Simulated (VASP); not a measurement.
# SrO (I4/mmm) in VASP: notebook

Runs on SrO. Level: LDA. Tasks: single point.

Everything below comes from runs of VASP 6.6.1. Logs are shortened: lines on timing, memory, paths and dates and some standing lists are left out, and cuts for length are marked.

### Step 1. The cell of the first run

Symmetry: I4/mmm, No. 139, tetragonal system. The conventional cell has a = 3.634 Å, b = 3.634 Å, c = 4.985 Å, α = 90.00°, β = 90.00°, γ = 90.00°. Sr (site symmetry 4/mmm) has 6 O at 2.49 to 2.57 Å within 3.3 Å. O (site symmetry 4/mmm) has 6 Sr at 2.49 to 2.57 Å within 3.3 Å.

### Step 2. Single point, LDA (zz strain of -3 %)

Contents of INCAR:

```
ALGO     = Normal         # electronic algorithm
EDIFF    = 1E-6           # SCF threshold, eV
ENCUT    = 520            # plane-wave cutoff, eV
GGA      = CA             # functional
ISIF     = 2              # what is computed and relaxed
ISMEAR   = -1             # smearing method
LASPH    = T              # aspherical terms in the spheres
LCHARG   = F              # write CHGCAR
LREAL    = F              # projectors in reciprocal space
LWAVE    = F              # write WAVECAR
NBANDS   = 15             # bands
NELM     = 80             # most SCF steps
PREC     = Accurate       # precision mode
SIGMA    = 0.02           # smearing width, eV
```

Contents of KPOINTS:

```
k-points
0
Gamma
  8 8 8
```

Contents of POSCAR:

```
SrO
1.0
    0.0000000000      2.5698000000      2.4927060000
    2.5698000000      0.0000000000      2.4927060000
    2.5698000000      2.5698000000      0.0000000000
Sr O
1 1
Direct
    0.0000000000      0.0000000000      0.0000000000
    0.5000000000      0.5000000000      0.5000000000
```

Potentials or basis: VASP PAW LDA potentials, release 64 (Sr_sv, O).

Run with:

```sh
cat potpaw_LDA.64/Sr_sv/POTCAR potpaw_LDA.64/O/POTCAR > POTCAR
mpirun -np 1 vasp_std > vasp.out
```

OUTCAR:

```text
EDIFF = 1E-6
   ENCUT = 520
   GGA = CA
   ISIF = 2
   ISMEAR = -1
   LASPH = T
   LREAL = F
   NELM = 80
   PREC = Accurate

 ion  position               nearest neighbor table
   1  0.000  0.000  0.000-   2 2.49   2 2.49   2 2.57   2 2.57   2 2.57   2 2.57
   2  0.500  0.500  0.500-   1 2.49   1 2.49   1 2.57   1 2.57   1 2.57   1 2.57

  LATTYP: Found a body centered tetragonal cell.
 ALAT       =     3.6342460126
 C/A-ratio  =     1.3717871555

  Lattice vectors:

 A1 = (   0.0000000000,  -2.5698000000,  -2.4927060000)
 A2 = (   0.0000000000,   2.5698000000,  -2.4927060000)
 A3 = (   2.5698000000,   0.0000000000,   2.4927060000)

Analysis of symmetry for initial positions (statically):
=====================================================================
 Subroutine PRICEL returns:
 Original cell was already a primitive cell.

 Routine SETGRP: Setting up the symmetry group for a
 body centered tetragonal supercell.

 Subroutine GETGRP returns: Found 16 space group operations
 (whereof 16 operations were pure point group operations)
 out of a pool of 16 trial point group operations.

The static configuration has the point symmetry D_4h.

Analysis of symmetry for dynamics (positions and initial velocities):
=====================================================================
 Subroutine PRICEL returns:
 Original cell was already a primitive cell.

 Routine SETGRP: Setting up the symmetry group for a
 body centered tetragonal supercell.

 Subroutine GETGRP returns: Found 16 space group operations
 (whereof 16 operations were pure point group operations)
 out of a pool of 16 trial point group operations.

The dynamic configuration has the point symmetry D_4h.

 Subroutine INISYM returns: Found 16 space group operations
 (whereof 16 operations are pure point group operations),
 and found     1 'primitive' translations

----------------------------------------------------------------------------------------

                                     Primitive cell

  volume of cell :      32.9230

  direct lattice vectors                    reciprocal lattice vectors
     0.000000000  2.569800000  2.492706000    -0.194567671  0.194567671  0.200585227
     2.569800000  0.000000000  2.492706000     0.194567671 -0.194567671  0.200585227
     2.569800000  2.569800000  0.000000000     0.194567671  0.194567671 -0.200585227

  length of vectors
     3.580147377  3.580147377  3.634246013     0.340510779  0.340510779  0.340510779

  position of ions in fractional coordinates (direct lattice)
     0.000000000  0.000000000  0.000000000
     0.500000000  0.500000000  0.500000000

  ion indices of the primitive-cell ions
   primitive index   ion index
                 1           1
                 2           2

----------------------------------------------------------------------------------------

 KPOINTS: k-points

Automatic generation of k-mesh.
 Grid dimensions read from file:
 generate k-points for:    8    8    8

 Generating k-lattice:

  Cartesian coordinates                     Fractional coordinates (reciprocal lattice)
    -0.024320959  0.024320959  0.025073153     0.125000000  0.000000000  0.000000000
     0.024320959 -0.024320959  0.025073153     0.000000000  0.125000000  0.000000000
     0.024320959  0.024320959 -0.025073153    -0.000000000 -0.000000000  0.125000000

  Length of vectors
     0.042563847  0.042563847  0.042563847

  Shift w.r.t. Gamma in fractional coordinates (k-lattice)
     0.000000000  0.000000000  0.000000000

 Subroutine IBZKPT returns following result:
 ===========================================

 Found     59 irreducible k-points:

 Following reciprocal coordinates:
            Coordinates               Weight
  0.000000  0.000000  0.000000      1.000000
  0.125000  0.000000  0.000000      8.000000
  0.250000  0.000000  0.000000      8.000000
  0.375000  0.000000  0.000000      8.000000
  0.500000  0.000000  0.000000      4.000000
  0.125000  0.125000  0.000000      2.000000
[... 16 lines left out ...]
  0.250000  0.000000  0.125000     16.000000
  0.375000 -0.000000  0.125000     16.000000
 [... further k-points ...]
   k-points           NKPTS =     59   k-points in BZ     NKDIM =     59   number of bands    NBANDS=     15
   number of dos      NEDOS =    301   number of ions     NIONS =      2
   total plane-waves  NPLWV =  21952
   dimension x,y,z NGX =    28 NGY =   28 NGZ =   28
   dimension x,y,z NGXF=    56 NGYF=   56 NGZF=   56
   ions per type =               1   1
   NGX,Y,Z   is equivalent  to a cutoff of  13.00, 13.00, 12.81 a.u.
   NGXF,Y,Z  is equivalent  to a cutoff of  26.00, 26.00, 25.62 a.u.
 SYSTEM =  unknown system
   PREC   = accura    normal or accurate (medium, high low for compatibility)
   ISTART =      0    job   : 0-new  1-cont  2-samecut
   ICHARG =      2    charge: 1-file 2-atom 10-const
   ISPIN  =      1    spin polarized calculation?
   LNONCOLLINEAR =      F non collinear calculations
   LSORBIT =      F    spin-orbit coupling
   LASPH  =      T    aspherical Exc in radial PAW
   ENCUT  =  520.0 eV  38.22 Ry    6.18 a.u.   6.66  6.66  6.76*2*pi/ulx,y,z
   NELM   =     80;   NELMIN=  2; NELMDL= -5     # of ELM steps
   EDIFF  = 0.1E-05   stopping-criterion for ELM
   LREAL  =      F    real-space projection
   EDIFFG = 0.1E-04   stopping-criterion for IOM
   NSW    =      0    number of steps for IOM
   IBRION =     -1    ionic relax: 0-MD 1-quasi-New 2-CG
   NFREE  =      0    steps in history (QN), initial steepest desc. (CG)
   ISIF   =      2    stress and relaxation
   ISYM   =      2    0-nonsym 1-usesym 2-fastsym
   POTIM  = 0.5000    time-step for ionic-motion
   TEBEG  =    0.0;   TEEND  =   0.0 temperature during run
   PSTRESS=    0.0 pullay stress
   NELECT =      16.0000    total number of electrons
   NUPDOWN=      -1.0000    fix difference up-down
   EMIN   =  10.00;   EMAX   =-10.00  energy-range for DOS
   EFERMI =   0.00;   METHOD = LEGACY
   ISMEAR =    -1;   SIGMA  =   0.02  broadening in eV -4-tet -1-fermi 0-gaus
   EFERMI_NEDOS =   21; number of points for ismear=-14 and -15
   IALGO  =     38    algorithm
   IMIX   =      4    mixing-type and parameters
     AMIX     =   0.40;   BMIX     =  1.00
     AMIX_MAG =   1.60;   BMIX_MAG =  1.00
  volume/ion in A,a.u.               =      16.46       111.09
  Fermi-wavevector in a.u.,A,eV,Ry     =   1.287108  2.432281 22.540044  1.656647
  Thomas-Fermi vector in A             =   2.419142
   LORBIT       =      0    0 simple, 1 ext, 2 COOP (PROOUT), +10 PAW based schemes
   GGA     = CA    functional components
   LHFCALC =     F    Hartree Fock is set to
   AEXX    =    0.0000 exact exchange contribution
   IVDW    =     0    specifies the selected vdW correction
   LEPSILON=     F    determine dielectric tensor
   LRPA    =     F    only Hartree local field effects (RPA)
 non-spin polarized calculation
  energy-cutoff  :      520.00
  volume of cell :       32.92
 maximum number of plane-waves:       909
   NGX = 13   NGY = 13   NGZ = 13

 number of electron      15.9999995 magnetization

 Free energy of the ion-electron system (eV)
  ---------------------------------------------------
  ext. energy  EPLUGINS =         0.00000000
  ---------------------------------------------------
  free energy    TOTEN  =       -13.37719786 eV

  energy without entropy =      -13.37719786  energy(sigma->0) =      -13.37719786

 E-fermi :   2.0667     XC(G=0): -10.6763

 val. band max:        1.5926999060   @ k =   0.0000   0.0000   0.0000
 cond. band min:       4.4989825472   @ k =   0.5000   0.5000   0.0000
 fundamental gap:      2.9062826413
 Fermi energy:         2.0667268386

 k-point     1 :       0.0000    0.0000    0.0000
  band No.  band energies     occupation
      1     -30.4745      2.00000
      2     -13.3016      2.00000
      3     -12.1680      2.00000
      4     -12.1680      2.00000
      5     -12.1614      2.00000
      6       1.4586      2.00000
      7       1.4586      2.00000
      8       1.5927      2.00000
      9       5.5051      0.00000
     10       7.5973      0.00000
     11       7.5973      0.00000
     12       7.8385      0.00000
     13       9.7557      0.00000
     14      10.2259      0.00000
     15      14.0959      0.00000

 k-point     2 :       0.1250    0.0000    0.0000
  band No.  band energies     occupation
      1     -30.4505      2.00000
      2     -13.7155      2.00000
      3     -12.1862      2.00000
      4     -12.1742      2.00000
      5     -11.8057      2.00000
      6       1.0124      2.00000
      7       1.2508      2.00000
      8       1.3342      2.00000
      9       6.2235      0.00000
     10       7.5055      0.00000
     11       7.9313      0.00000
     12       8.0792      0.00000
     13      10.1848      0.00000
     14      10.6723      0.00000
     15      15.1539      0.00000

 k-point     3 :       0.2500    0.0000    0.0000
  band No.  band energies     occupation
      1     -30.3917      2.00000
      2     -14.3527      2.00000
      3     -12.2295      2.00000
      4     -12.1978      2.00000
      5     -11.3000      2.00000
      6       0.1435      2.00000
      7       0.8057      2.00000
      8       0.8481      2.00000
      9       7.4661      0.00000
     10       7.7819      0.00000
     11       8.8367      0.00000
     12       8.9200      0.00000
     13      11.2602      0.00000
     14      11.7700      0.00000
     15      17.3050      0.00000

 k-point     4 :       0.3750    0.0000    0.0000
  band No.  band energies     occupation
      1     -30.3319      2.00000
      2     -14.8275      2.00000
      3     -12.2719      2.00000
      4     -12.2208      2.00000
      5     -10.9567      2.00000
      6      -0.5491      2.00000
      7       0.4191      2.00000
      8       0.4299      2.00000
      9       7.8209      0.00000
     10       9.3188      0.00000
     11       9.9373      0.00000
     12       9.9875      0.00000
     13      12.6288      0.00000
     14      13.0775      0.00000
     15      17.2904      0.00000
[... 307 lines left out ...]
 k-point    22 :       0.1250    0.0000    0.1250
  band No.  band energies     occupation
      1     -30.4437      2.00000
      2     -13.7152      2.00000
      3     -12.2279      2.00000
      4     -12.2236      2.00000
      5     -11.7788      2.00000
      6       0.6740      2.00000
      7       1.3912      2.00000
      8       1.5316      2.00000
      9       6.3249      0.00000
     10       6.9058      0.00000
     11       8.2813      0.00000
     12       8.4969      0.00000
     13      10.2710      0.00000
     14      10.7300      0.00000
     15      15.4172      0.00000

 k-point    23 :       0.2500    0.0000    0.1250
  band No.  band energies     occupation
      1     -30.3976      2.00000
      2     -14.1353      2.00000
      3     -12.2796      2.00000
      4     -12.2620      2.00000
      5     -11.4981      2.00000
      6       0.1688      2.00000
      7       1.0925      2.00000
      8       1.2542      2.00000
      9       6.6524      0.00000
     10       7.3773      0.00000
     11       9.0685      0.00000
     12       9.2764      0.00000
     13      10.9426      0.00000
     14      11.5682      0.00000
     15      17.2177      0.00000

 k-point    24 :       0.3750   -0.0000    0.1250
  band No.  band energies     occupation
      1     -30.3383      2.00000
      2     -14.5940      2.00000
      3     -12.3304      2.00000
      4     -12.3020      2.00000
      5     -11.2118      2.00000
      6      -0.2293      2.00000
      7       0.5929      2.00000
      8       0.8016      2.00000
      9       7.0790      0.00000
     10       8.6539      0.00000
     11      10.0503      0.00000
     12      10.2710      0.00000
     13      12.2321      0.00000
     14      12.5944      0.00000
     15      17.4034      0.00000

 [... further k-points ...]
[... 5 lines left out ...]
  --------------------------------------------------------------------------------------
  -------------------------------------------------------------------------------------
  Total       -0.4188006     -0.4188006      0.6038996      0.0000000      0.0000000     -0.0000000
  in kB      -20.3806545    -20.3806545     29.3883776      0.0000000      0.0000000     -0.0000000
  external PRESSURE =      -3.7909772 kB  Pullay stress =       0.0000000 kB

 VOLUME and BASIS-vectors are now :
 -----------------------------------------------------------------------------
  energy-cutoff  :      520.00
  volume of cell :       32.92
      direct lattice vectors                 reciprocal lattice vectors
     0.000000000  2.569800000  2.492706000    -0.194567671  0.194567671  0.200585227
     2.569800000  0.000000000  2.492706000     0.194567671 -0.194567671  0.200585227
     2.569800000  2.569800000  0.000000000     0.194567671  0.194567671 -0.200585227

 POSITION                                       TOTAL-FORCE (eV/Angst)
 -----------------------------------------------------------------------------------
      0.00000      0.00000      0.00000        -0.000000      0.000000      0.000000
      2.56980      2.56980      2.49271         0.000000     -0.000000      0.000000
 -----------------------------------------------------------------------------------
    total drift:                                0.000000      0.000000      0.000000

  FREE ENERGIE OF THE ION-ELECTRON SYSTEM (eV)
  ---------------------------------------------------
  free  energy   TOTEN  =       -13.3771978638 eV

  energy  without entropy=      -13.3771978638  energy(sigma->0) =      -13.37719786
```

Run time: 14 s. Hardware: 1 thread of AMD EPYC 9R45 (Zen 5), shared host; peak memory 0.13 GiB.

What came out:

| Quantity | Value |
| --- | --- |
| Free energy | -13.3772 eV |
| Pressure | -0.4 GPa |
| Band gap on the k mesh | 2.91 eV (least direct gap 3.07 eV) |

Caveat: the cell differs from its parent crystal (zz strain of -3 %). A k mesh can miss the band edges.

### Step 3. Single point, LDA (equal xx and yy strain of -2 %)

Contents of INCAR:

```
PREC     = Accurate       # precision mode
ENCUT    = 520            # plane-wave cutoff, eV
EDIFF    = 1E-6           # SCF threshold, eV
ISMEAR   = -1             # smearing method
SIGMA    = 0.02           # smearing width, eV
LREAL    = False          # projectors in reciprocal space
LASPH    = True           # aspherical terms in the spheres
NELM     = 60             # most SCF steps
ALGO     = Normal         # electronic algorithm
ISIF     = 2              # what is computed and relaxed
LWAVE    = False          # write WAVECAR
LCHARG   = True           # write CHGCAR
LELF     = True           # ELF
LVHAR    = True         
NBANDS   = 15             # bands
```

Contents of KPOINTS:

```
regular mesh
0
Gamma
  8 8 8
```

Contents of POSCAR:

```
SrO
1.0
    0.0000000000      2.5184040000      2.5698000000
    2.5184040000      0.0000000000      2.5698000000
    2.5184040000      2.5184040000      0.0000000000
Sr O
1 1
Direct
    0.0000000000      0.0000000000      0.0000000000
    0.5000000000      0.5000000000      0.5000000000
```

Potentials or basis: VASP PAW LDA potentials, release 64 (Sr_sv, O).

Run with:

```sh
cat potpaw_LDA.64/Sr_sv/POTCAR potpaw_LDA.64/O/POTCAR > POTCAR
mpirun -np 1 vasp_std > vasp.out
```

Run time: 15 s. Hardware: 1 thread of AMD EPYC 9R45 (Zen 5), shared host; peak memory 0.13 GiB.

The run converged. Its results:

- Free energy: -13.3829 eV
- Pressure: 0.5 GPa
- Band gap on the k mesh: 3.01 eV (least direct gap 3.05 eV)

Stress tensor (GPa, compression positive):
```
 1.59  0.00  0.00
 0.00  1.59  0.00
 0.00  0.00 -1.60
```

Levels at points of the mesh, in eV from the valence-band top:
| k point | band 6 | band 7 | band 8 | band 9 | band 10 | band 11 |
| --- | --- | --- | --- | --- | --- | --- |
| (0.00, 0.00, 0.00) | -0.08 | 0.00 | 0.00 | 4.06 | 6.05 | 6.22 |
| (0.50, 0.00, 0.00) | -2.36 | -1.28 | -1.28 | 6.60 | 8.57 | 9.00 |
| (0.50, 0.50, 0.00) | -0.47 | -0.05 | -0.05 | 3.09 | 8.06 | 10.45 |
| (0.50, 0.00, 0.50) | -0.33 | -0.15 | -0.04 | 3.01 | 8.05 | 10.44 |

Caveat: the cell differs from its parent crystal (equal xx and yy strain of -2 %). A k mesh can miss the band edges.

(Part 1 of 2 ends here.)
